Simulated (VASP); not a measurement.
Wanted: the native input for a VASP 6.6.1 run.

- Task: single point
- Functional: PBE
- Potentials or basis: VASP PAW PBE potentials, release 64 (Al)
- Cutoff: 520 eV
- k mesh: 16 × 16 × 15
- Occupations: fermi-dirac, width 0.08 eV
- Spin: no spin polarisation
- Dipole correction: no
- Further INCAR settings: ALGO = Normal; EDIFF = 1e-06; NBANDS = 8

The structure of Al lies in POSCAR:

```
Al
1.0
    2.1358739737      0.0000000000      0.0000000000
   -1.0679369869      1.8497211205      0.0000000000
    0.0000000000      0.0000000000      2.0435523087
Al
1
Direct
    0.0000000000      0.0000000000      0.0000000000
```

This cell differs from its parent crystal: volume scaled by 0.43.

The input as run:

INCAR

```
SYSTEM = Al
PREC = Accurate
ENCUT = 520
EDIFF = 1E-6
ISMEAR = -1
SIGMA = 0.08
LREAL = .False.
LASPH = .True.
NELM = 60
ALGO = Normal
ISIF = 2
LWAVE = .False.
LCHARG = .False.
GGA = PE
NBANDS = 8
```

KPOINTS

```
Automatic mesh
0
Gamma
  16 16 15
  0 0 0
```

Potentials or basis: VASP PAW PBE potentials, release 64 (Al).

Launch:

```sh
$ cat potpaw_PBE.64/Al/POTCAR > POTCAR
$ mpirun -np 1 vasp_std > vasp.out
```

It gave:

| Quantity | Value |
| --- | --- |
| Pressure | 280.9 GPa |

It took 5.7 s on 1 thread of Intel(R) Xeon(R) Platinum 8559C (Emerald Rapids), with other jobs on the host, peak memory 0.11 GiB.
